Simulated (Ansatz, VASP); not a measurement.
**Two plane-wave programs on TiPt8**

```
CELL_PARAMETERS angstrom
-4.17867 4.17867 1.95390
4.17867 -4.17867 1.95390
4.17867 4.17867 -1.95390
ATOMIC_POSITIONS crystal
Ti 0.00000 0.00000 0.00000
Pt 0.33820 0.33820 0.67639
Pt 0.33820 0.66180 0.00000
Pt 0.66180 0.66180 0.32361
Pt 0.66180 0.33820 0.00000
Pt 0.00000 0.32905 0.32905
Pt 0.32905 0.00000 0.32905
Pt 0.00000 0.67095 0.67095
Pt 0.67095 0.00000 0.67095
```

Alike in both runs: functional r2SCAN; k mesh 9 × 9 × 9; occupations fermi-dirac, width 0.1 eV; no spin polarisation.

Ansatz relaxed the structure, and its values are those at the end. VASP's run is a single point on that final structure, the one shown.

|  | VASP | Ansatz |
| --- | --- | --- |
| version | VASP 6.6.1 | Ansatz 0.2.0 |
| potentials or method | VASP PAW PBE potentials, release 64 (Ti_sv, Pt), cutoff 520 eV | PAW plane waves |
| valence electrons in the cell | 92 | 156 |

|  | VASP | Ansatz | Ansatz less VASP |
| --- | --- | --- | --- |
| pressure (GPa) | 0.8 | 0.0 | -0.79 |
| rms of the force components (eV/Å) | 0.005 | 0.003 | -0.0021 |

VASP's potentials were made for PBE, not for r2SCAN. With one functional, cell and mesh, what is left measures potentials, basis and numerics. VASP's potentials hold 92 valence electrons a cell and Ansatz's 156, so a difference there can come from the potentials and not from the codes. Ansatz's warnings: stress scf threshold loose.

Neither program's run includes spin-orbit coupling.
